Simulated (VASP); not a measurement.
# HfS4 (P4/mmm) in VASP: a series of runs

Runs on HfS4. Level: PBE. Tasks: single point, relaxation of cell and atoms.

Everything below comes from runs of VASP 6.6.1. Logs are shortened: lines on timing, memory, paths and dates and some standing lists are left out, and cuts for length are marked.

**1. The cell of the first run**

It takes space group P4/mmm (No. 123, tetragonal). Conventional cell: a = 4.610 Å, b = 4.610 Å, c = 4.854 Å, α = 90.00°, β = 90.00°, γ = 90.00°. Hf (site symmetry 4/mmm) has 8 S at 2.65 Å within 3.5 Å. Within 2.9 Å of S (site symmetry 2mm) lie 2 S at 2.23 to 2.63 Å and 2 Hf at 2.65 Å.

**2. Single point, PBE**

Contents of INCAR:

```
  ALGO = Normal
  EDIFF = 1E-7
  ENCUT = 520
  GGA = PE
  ISIF = 2
  ISMEAR = 0
  LASPH = T
  LCHARG = F
  LREAL = F
  LWAVE = F
  NBANDS = 25
  NELM = 100
  PREC = Accurate
  SIGMA = 0.1
```

Contents of KPOINTS:

```
k-points
0
Gamma
  8 8 8
```

Contents of POSCAR:

```
HfS4
1.0
    4.6099995979      0.0000000000      0.0000000000
    0.0000000000      4.6099995979      0.0000000000
    0.0000000000      0.0000000000      4.8538506276
Hf S
1 4
Direct
    0.0000000000      0.0000000000      0.0000000000
    0.0000000000      0.5000000000      0.2706957431
    0.5000000000      0.0000000000      0.2706957431
    0.0000000000      0.5000000000      0.7293042569
    0.5000000000      0.0000000000      0.7293042569
```

Potentials or basis: VASP PAW PBE potentials, release 64 (Hf_pv, S).

Command:

```console
cat potpaw_PBE.64/Hf_pv/POTCAR potpaw_PBE.64/S/POTCAR > POTCAR
mpirun -np 1 vasp_std > vasp.out
```

OUTCAR:

```text
EDIFF = 1E-7
   ENCUT = 520
   GGA = PE
   ISIF = 2
   ISMEAR = 0
   LASPH = T
   LREAL = F
   NELM = 100
   PREC = Accurate

 ion  position               nearest neighbor table
   1  0.000  0.000  0.000-   2 2.65   3 2.65   4 2.65   5 2.65   2 2.65   4 2.65   3 2.65   5 2.65

   2  0.000  0.500  0.271-   4 2.23   4 2.63   1 2.65   1 2.65
   3  0.500  0.000  0.271-   5 2.23   5 2.63   1 2.65   1 2.65
   4  0.000  0.500  0.729-   2 2.23   2 2.63   1 2.65   1 2.65
   5  0.500  0.000  0.729-   3 2.23   3 2.63   1 2.65   1 2.65

  LATTYP: Found a simple tetragonal cell.
 ALAT       =     4.6099995979
 C/A-ratio  =     1.0528961065

  Lattice vectors:

 A1 = (   4.6099995979,   0.0000000000,   0.0000000000)
 A2 = (   0.0000000000,   4.6099995979,   0.0000000000)
 A3 = (   0.0000000000,   0.0000000000,   4.8538506276)

Analysis of symmetry for initial positions (statically):
=====================================================================
 Subroutine PRICEL returns:
 Original cell was already a primitive cell.

 Routine SETGRP: Setting up the symmetry group for a
 simple tetragonal supercell.

 Subroutine GETGRP returns: Found 16 space group operations
 (whereof 16 operations were pure point group operations)
 out of a pool of 16 trial point group operations.

The static configuration has the point symmetry D_4h.

Analysis of symmetry for dynamics (positions and initial velocities):
=====================================================================
 Subroutine PRICEL returns:
 Original cell was already a primitive cell.

 Routine SETGRP: Setting up the symmetry group for a
 simple tetragonal supercell.

 Subroutine GETGRP returns: Found 16 space group operations
 (whereof 16 operations were pure point group operations)
 out of a pool of 16 trial point group operations.

The dynamic configuration has the point symmetry D_4h.

 Subroutine INISYM returns: Found 16 space group operations
 (whereof 16 operations are pure point group operations),
 and found     1 'primitive' translations

----------------------------------------------------------------------------------------

                                     Primitive cell

  volume of cell :     103.1545

  direct lattice vectors                    reciprocal lattice vectors
     4.609999598  0.000000000  0.000000000     0.216919759  0.000000000  0.000000000
     0.000000000  4.609999598  0.000000000     0.000000000  0.216919759  0.000000000
     0.000000000  0.000000000  4.853850628     0.000000000  0.000000000  0.206021997

  length of vectors
     4.609999598  4.609999598  4.853850628     0.216919759  0.216919759  0.206021997

  position of ions in fractional coordinates (direct lattice)
     0.000000000  0.000000000  0.000000000
     0.000000000  0.500000000  0.270695743
     0.500000000  0.000000000  0.270695743
     0.000000000  0.500000000  0.729304257
     0.500000000  0.000000000  0.729304257

  ion indices of the primitive-cell ions
   primitive index   ion index
                 1           1
                 2           2
                 3           3
                 4           4
                 5           5

----------------------------------------------------------------------------------------

 KPOINTS: k-points

Automatic generation of k-mesh.
 Grid dimensions read from file:
 generate k-points for:    8    8    8

 Generating k-lattice:

  Cartesian coordinates                     Fractional coordinates (reciprocal lattice)
     0.027114970  0.000000000  0.000000000     0.125000000  0.000000000  0.000000000
     0.000000000  0.027114970  0.000000000     0.000000000  0.125000000  0.000000000
     0.000000000  0.000000000  0.025752750     0.000000000  0.000000000  0.125000000

  Length of vectors
     0.027114970  0.027114970  0.025752750

  Shift w.r.t. Gamma in fractional coordinates (k-lattice)
     0.000000000  0.000000000  0.000000000

 Subroutine IBZKPT returns following result:
 ===========================================

 Found     75 irreducible k-points:

 Following reciprocal coordinates:
            Coordinates               Weight
  0.000000  0.000000  0.000000      1.000000
  0.125000  0.000000  0.000000      4.000000
  0.250000  0.000000  0.000000      4.000000
  0.375000  0.000000  0.000000      4.000000
  0.500000  0.000000  0.000000      2.000000
  0.125000  0.125000  0.000000      4.000000
[... 16 lines left out ...]
  0.375000  0.125000  0.125000     16.000000
  0.500000  0.125000  0.125000      8.000000
 [... further k-points ...]
   k-points           NKPTS =     75   k-points in BZ     NKDIM =     75   number of bands    NBANDS=     25
   number of dos      NEDOS =    301   number of ions     NIONS =      5
   total plane-waves  NPLWV =  46656
   dimension x,y,z NGX =    36 NGY =   36 NGZ =   36
   dimension x,y,z NGXF=    72 NGYF=   72 NGZF=   72
   ions per type =               1   4
   NGX,Y,Z   is equivalent  to a cutoff of  12.98, 12.98, 12.33 a.u.
   NGXF,Y,Z  is equivalent  to a cutoff of  25.96, 25.96, 24.66 a.u.
 SYSTEM =  unknown system
   PREC   = accura    normal or accurate (medium, high low for compatibility)
   ISTART =      0    job   : 0-new  1-cont  2-samecut
   ICHARG =      2    charge: 1-file 2-atom 10-const
   ISPIN  =      1    spin polarized calculation?
   LNONCOLLINEAR =      F non collinear calculations
   LSORBIT =      F    spin-orbit coupling
   LASPH  =      T    aspherical Exc in radial PAW
   ENCUT  =  520.0 eV  38.22 Ry    6.18 a.u.   8.57  8.57  9.02*2*pi/ulx,y,z
   NELM   =    100;   NELMIN=  2; NELMDL= -5     # of ELM steps
   EDIFF  = 0.1E-06   stopping-criterion for ELM
   LREAL  =      F    real-space projection
   EDIFFG = 0.1E-05   stopping-criterion for IOM
   NSW    =      0    number of steps for IOM
   IBRION =     -1    ionic relax: 0-MD 1-quasi-New 2-CG
   NFREE  =      0    steps in history (QN), initial steepest desc. (CG)
   ISIF   =      2    stress and relaxation
   ISYM   =      2    0-nonsym 1-usesym 2-fastsym
   POTIM  = 0.5000    time-step for ionic-motion
   TEBEG  =    0.0;   TEEND  =   0.0 temperature during run
   PSTRESS=    0.0 pullay stress
   NELECT =      34.0000    total number of electrons
   NUPDOWN=      -1.0000    fix difference up-down
   EMIN   =  10.00;   EMAX   =-10.00  energy-range for DOS
   EFERMI =   0.00;   METHOD = LEGACY
   ISMEAR =     0;   SIGMA  =   0.10  broadening in eV -4-tet -1-fermi 0-gaus
   EFERMI_NEDOS =   21; number of points for ismear=-14 and -15
   IALGO  =     38    algorithm
   IMIX   =      4    mixing-type and parameters
     AMIX     =   0.40;   BMIX     =  1.00
     AMIX_MAG =   1.60;   BMIX_MAG =  1.00
  volume/ion in A,a.u.               =      20.63       139.22
  Fermi-wavevector in a.u.,A,eV,Ry     =   1.130850  2.136997 17.399432  1.278822
  Thomas-Fermi vector in A             =   2.267548
   LORBIT       =      0    0 simple, 1 ext, 2 COOP (PROOUT), +10 PAW based schemes
   GGA     = PE    functional components
   LHFCALC =     F    Hartree Fock is set to
   AEXX    =    0.0000 exact exchange contribution
   IVDW    =     0    specifies the selected vdW correction
   LEPSILON=     F    determine dielectric tensor
   LRPA    =     F    only Hartree local field effects (RPA)
 non-spin polarized calculation
 Gauss-broadening in eV      SIGMA  =   0.10
  energy-cutoff  :      520.00
  volume of cell :      103.15
 maximum number of plane-waves:      2794
 NGX is ok and might be reduce to    36
   NGX = 17   NGY = 17   NGZ = 19

 number of electron      33.9999998 magnetization

 Free energy of the ion-electron system (eV)
  ---------------------------------------------------
  ext. energy  EPLUGINS =         0.00000000
  ---------------------------------------------------
  free energy    TOTEN  =       -28.89985293 eV

  energy without entropy =      -28.89238743  energy(sigma->0) =      -28.89612018

 E-fermi :   4.9363     XC(G=0):  -9.8241

 val. band max:        4.9206511341   @ k =   0.5000   0.5000   0.1250
 cond. band min:       4.9441139361   @ k =   0.0000   0.0000   0.2500
 fundamental gap:      0.0234628020
 Fermi energy:         4.9362535564

 k-point     1 :       0.0000    0.0000    0.0000
  band No.  band energies     occupation
      1     -27.0062      2.00000
      2     -26.9450      2.00000
      3     -26.9450      2.00000
      4     -10.6825      2.00000
      5      -9.3369      2.00000
      6      -6.2541      2.00000
[... 17 lines left out ...]
     24      10.0733      0.00000
     25      10.2479      0.00000

 k-point     2 :       0.1250    0.0000    0.0000
  band No.  band energies     occupation
      1     -27.0059      2.00000
      2     -26.9475      2.00000
      3     -26.9449      2.00000
      4     -10.6224      2.00000
      5      -9.3707      2.00000
      6      -6.2293      2.00000
[... 17 lines left out ...]
     24      10.0623      0.00000
     25      10.1788      0.00000

 k-point     3 :       0.2500    0.0000    0.0000
  band No.  band energies     occupation
      1     -27.0052      2.00000
      2     -26.9536      2.00000
      3     -26.9447      2.00000
      4     -10.4560      2.00000
      5      -9.4742      2.00000
      6      -6.1555      2.00000
[... 17 lines left out ...]
     24      10.4399      0.00000
     25      10.5169      0.00000

 k-point     4 :       0.3750    0.0000    0.0000
  band No.  band energies     occupation
      1     -27.0044      2.00000
      2     -26.9597      2.00000
      3     -26.9444      2.00000
      4     -10.2258      2.00000
      5      -9.6423      2.00000
      6      -6.0389      2.00000
[... 17 lines left out ...]
     24      10.4015      0.00000
     25      11.0444      0.00000
[... 477 lines left out ...]
 k-point    22 :       0.2500    0.1250    0.1250
  band No.  band energies     occupation
      1     -27.0053      2.00000
      2     -26.9534      2.00000
      3     -26.9471      2.00000
      4     -10.3187      2.00000
      5      -9.4144      2.00000
      6      -6.5176      2.00000
[... 17 lines left out ...]
     24       9.7009      0.00000
     25      10.4302      0.00000

 k-point    23 :       0.3750    0.1250    0.1250
  band No.  band energies     occupation
      1     -27.0046      2.00000
      2     -26.9595      2.00000
      3     -26.9469      2.00000
      4     -10.0976      2.00000
      5      -9.5712      2.00000
      6      -6.3678      2.00000
[... 17 lines left out ...]
     24       9.7971      0.00000
     25      10.3264      0.00000

 k-point    24 :       0.5000    0.1250    0.1250
  band No.  band energies     occupation
      1     -27.0043      2.00000
      2     -26.9620      2.00000
      3     -26.9468      2.00000
      4      -9.9305      2.00000
      5      -9.7122      2.00000
      6      -6.2193      2.00000
[... 17 lines left out ...]
     24       9.8891      0.00000
     25      10.4266      0.00000

 [... further k-points ...]
[... 5 lines left out ...]
  --------------------------------------------------------------------------------------
  -------------------------------------------------------------------------------------
  Total       -0.3351434     -0.3351434     -0.4015427      0.0000000     -0.0000000      0.0000000
  in kB       -5.2053883     -5.2053883     -6.2366890      0.0000000     -0.0000000      0.0000000
  external PRESSURE =      -5.5491552 kB  Pullay stress =       0.0000000 kB

 VOLUME and BASIS-vectors are now :
 -----------------------------------------------------------------------------
  energy-cutoff  :      520.00
  volume of cell :      103.15
      direct lattice vectors                 reciprocal lattice vectors
     4.609999598  0.000000000  0.000000000     0.216919759  0.000000000  0.000000000
     0.000000000  4.609999598  0.000000000     0.000000000  0.216919759  0.000000000
     0.000000000  0.000000000  4.853850628     0.000000000  0.000000000  0.206021997

 POSITION                                       TOTAL-FORCE (eV/Angst)
 -----------------------------------------------------------------------------------
      0.00000      0.00000      0.00000         0.000000      0.000000      0.000000
      0.00000      2.30500      1.31392        -0.000000      0.000000     -0.000665
      2.30500      0.00000      1.31392        -0.000000     -0.000000     -0.000665
      0.00000      2.30500      3.53993         0.000000      0.000000      0.000665
      2.30500      0.00000      3.53993         0.000000     -0.000000      0.000665
 -----------------------------------------------------------------------------------
    total drift:                                0.000000      0.000000     -0.000000

  FREE ENERGIE OF THE ION-ELECTRON SYSTEM (eV)
  ---------------------------------------------------
  free  energy   TOTEN  =       -28.8998529270 eV

  energy  without entropy=      -28.8923874314  energy(sigma->0) =      -28.89612018
```

Run time: 2.2 min. Hardware: 1 thread of Intel Xeon Platinum 8259CL at 2.50GHz (Skylake/Cascade Lake), shared host; peak memory 0.31 GiB.

What came out:

```yaml
Free_energy: -28.8999 eV
Pressure: -0.6 GPa
Band_gap_on_the_k_mesh: zero (band 17 reaches 5.61 eV, above the bottom of band 18 at 3.43 eV)
```

Caveat: spin-orbit coupling is left out, which moves the levels of the heavy elements.

**3. Relaxation of cell and atoms, PBE**

This run uses another cell than the first one, of 20.83 Å³/atom, 1.010 times its volume.

Contents of INCAR:

```
SYSTEM = HfS4
PREC     = Accurate       ! precision mode
ENCUT    = 600            ! plane-wave cutoff, eV
EDIFF    = 1E-7           ! SCF threshold, eV
ISMEAR   = 0              ! smearing method
SIGMA    = 0.1            ! smearing width, eV
LREAL    = .False.        ! projectors in reciprocal space
LASPH    = .True.         ! aspherical terms in the spheres
NELM     = 100            ! most SCF steps
ALGO     = Normal         ! electronic algorithm
ISIF     = 3              ! what is computed and relaxed
LWAVE    = .False.        ! write WAVECAR
LCHARG   = .False.        ! write CHGCAR
GGA      = PE             ! functional
IBRION   = 2              ! ionic algorithm
NSW      = 100            ! ionic steps
EDIFFG   = -0.01          ! ionic threshold
```

Contents of KPOINTS:

```
Automatic mesh
0
Gamma
  8 8 8
  0 0 0
```

Contents of POSCAR:

```
HfS4
1.0
    4.6304327921      0.0000000000      0.0000000000
    0.0000000000      4.6304327921      0.0000000000
    0.0000000000      0.0000000000      4.8585957173
Hf S
1 4
Direct
    0.0000000000      0.0000000000      0.0000000000
    0.0000000000      0.5000000000      0.2623173653
    0.5000000000      0.0000000000      0.2623173653
    0.0000000000      0.5000000000      0.7376826347
    0.5000000000      0.0000000000      0.7376826347
```

Potentials or basis: VASP PAW PBE potentials, release 64 (Hf_pv, S).

Command:

```console
cat potpaw_PBE.64/Hf_pv/POTCAR potpaw_PBE.64/S/POTCAR > POTCAR
mpirun -np 1 vasp_std > vasp.out
```

Run time: 10 min. Hardware: 1 thread of Intel Xeon Platinum 8259CL at 2.50GHz (Skylake/Cascade Lake), shared host; peak memory 0.38 GiB.

The run converged. Its results:

- Free energy: -28.9017 eV
- Relaxed volume: 20.51 Å³/atom
- Relaxed cell: a = 4.601 Å, b = 4.601 Å, c = 4.845 Å, α = 90.00°, β = 90.00°, γ = 90.00°
- Space group after relaxing (to 0.05 Å): P4/mmm (No. 123)
- Energy gained by relaxing: 6.5 meV/atom
- Ionic steps: 7
- Pressure after relaxing: 0.0 GPa
- Band gap on the k mesh: zero (band 17 reaches 5.67 eV, above the bottom of band 18 at 3.49 eV)

The path:
```
step  energy change (eV)  largest force (eV/Å)  pressure (GPa)  volume (Å³)
   1              0.0000                0.3031           -0.72       104.17
   2             -0.0186                0.2418            0.23       102.76
   3             -0.0227                0.1641            0.97       101.78
   4             -0.0315                0.0005            0.26       102.32
   5             -0.0317                0.0301            0.14       102.41
   6             -0.0324                0.0057           -0.05       102.59
   7             -0.0325                0.0015           -0.03       102.57
```

Final structure:
```
Hf S
1.0
     4.60111    0.00000    0.00000
     0.00000    4.60111    0.00000
     0.00000    0.00000    4.84493
Hf S
1 4
Direct
  0.00000 0.00000 0.00000
  0.00000 0.50000 0.27084
  0.50000 0.00000 0.27084
  0.00000 0.50000 0.72916
  0.50000 0.00000 0.72916
```

Levels at points of the mesh, in eV from the Fermi level:
```tsv
k point	band 14	band 15	band 16	band 17	band 18	band 19	band 20	band 21
(0.00, 0.00, 0.00)	-2.08	-2.08	-0.14	0.38	0.38	0.54	4.28	4.33
(0.50, 0.00, 0.00)	-3.49	-1.48	-0.55	-0.48	0.10	1.90	2.30	4.10
(0.50, 0.50, 0.00)	-2.11	-1.22	-0.03	0.30	1.44	1.45	2.07	2.07
(0.00, 0.00, 0.50)	-2.04	-1.66	-1.66	-0.64	-0.58	-0.58	0.69	2.17
(0.50, 0.00, 0.50)	-2.69	-2.64	-2.63	-2.15	-1.33	-0.43	1.66	2.90
(0.50, 0.50, 0.50)	-3.14	-1.48	-0.57	-0.40	-0.40	0.32	1.20	2.71
```

Caveat: spin-orbit coupling is left out, which moves the levels of the heavy elements.

[end of part 1 of 2]
